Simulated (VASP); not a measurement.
H: single point with PBE

The system is H.

```
H
1.0
     3.70974   -3.70974    0.00000
     3.70974    3.70974    0.00000
    -3.70974    0.00000    4.57113
H
8
Direct
  0.47916 0.43873 0.91789
  0.20895 0.70895 0.41789
  0.95895 0.95895 0.91789
  0.70895 0.20895 0.41789
  0.04105 0.04105 0.08211
  0.79105 0.29105 0.58211
  0.54105 0.54105 0.08211
  0.29105 0.79105 0.58211
```

This cell differs from its parent crystal: atom 1 (H) moved -0.150 Å along Cartesian [0 1 0].

```
Program             : VASP 6.6.1
Task                : single point
Functional          : PBE
Potentials or basis : VASP PAW PBE potentials, release 64 (H)
Cutoff              : 520 eV
k mesh              : 6 × 6 × 6
Occupations         : gaussian, width 0.05 eV
Spin                : no spin polarisation
```

```
Pressure               : -0.3 GPa
Largest force          : 0.495 eV/Å
Band gap on the k mesh : 9.15 eV, indirect (least direct gap 9.59 eV)
```

Forces in eV/Å, atoms in the order of the input:
```
H    0.000  0.101  0.485
H    0.000  0.002  0.009
H    0.000 -0.002  0.009
H    0.000  0.002  0.009
H    0.000  0.001 -0.009
H    0.001 -0.003 -0.009
H    0.000 -0.098 -0.485
H   -0.001 -0.003 -0.009
```

Stress tensor (GPa, compression positive):
```
-0.13  0.00  0.00
 0.00 -0.15 -0.10
 0.00 -0.10 -0.64
```

Levels at points of the mesh, in eV from the valence-band top:
```csv
k point,band 2,band 3,band 4,band 5,band 6,band 7
"(0.00, 0.00, 0.00)",-0.31,-0.27,0.00,10.08,11.18,11.22
"(0.50, 0.00, 0.00)",-0.78,-0.27,-0.22,10.12,10.26,10.50
"(0.50, 0.00, 0.50)",-0.77,-0.27,-0.24,10.24,10.31,10.39
"(0.50, 0.50, 0.00)",-0.55,-0.50,-0.44,9.23,9.25,10.98
"(0.50, 0.50, 0.50)",-0.56,-0.50,-0.44,9.15,9.32,11.08
"(0.00, 0.00, 0.50)",-0.72,-0.36,-0.32,9.99,10.04,10.74
```

It took 38 s on 1 thread of Intel(R) Xeon(R) 6975P-C (Granite Rapids) (shared host), peak memory 0.29 GiB.

Caveat: the cell differs from its parent crystal (atom 1 (H) moved -0.150 Å along Cartesian [0 1 0]). A k mesh can miss the band edges.
